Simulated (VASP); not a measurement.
Input of a VASP 6.6.1 run:

Contents of POSCAR:

```
HgTe
1.0
    0.0000000000      3.2189616800      3.2189616800
    3.2189616800      0.0000000000      3.2189616800
    3.2189616800      3.2189616800      0.0000000000
Hg Te
1 1
Direct
    0.0000000000      0.0000000000      0.0000000000
    0.2500000000      0.2500000000      0.2500000000
```

INCAR.step1

```
PREC = Accurate
ENCUT = 520
ISMEAR = -1
SIGMA = 0.1
LREAL = False
LASPH = True
NELM = 80
NBANDS = 16
GGA = PE
ALGO = Normal
EDIFF = 1E-4
LWAVE = True
LCHARG = False
```

Contents of INCAR.step2:

```
PREC = Accurate
ENCUT = 520
EDIFF = 1E-7
ISMEAR = -1
SIGMA = 0.1
LREAL = False
LASPH = True
NELM = 80
ALGO = Normal
ISIF = 2
LWAVE = False
LCHARG = False
METAGGA = R2SCAN
LMIXTAU = True
NBANDS = 16
ISTART = 1
```

File KPOINTS:

```
regular mesh
0
Gamma
  9 9 9
```

Potentials or basis: VASP PAW PBE potentials, release 64 (Hg, Te).

Run with:

```console
$ cat potpaw_PBE.64/Hg/POTCAR potpaw_PBE.64/Te/POTCAR > POTCAR
$ cp INCAR.step1 INCAR
$ mpirun -np 1 vasp_std > vasp.out
$ cp INCAR.step2 INCAR
$ mpirun -np 1 vasp_std > vasp.out
```

(1) Predict the pressure.

(2) Estimate the band gap on the k mesh.

Results:

(1) 3.0 GPa.

(2) zero (filled and empty bands touch).

Caveat: the PAW data sets were made with another functional, which shifts forces and pressure a little; spin-orbit coupling is left out, which moves the levels of the heavy elements.
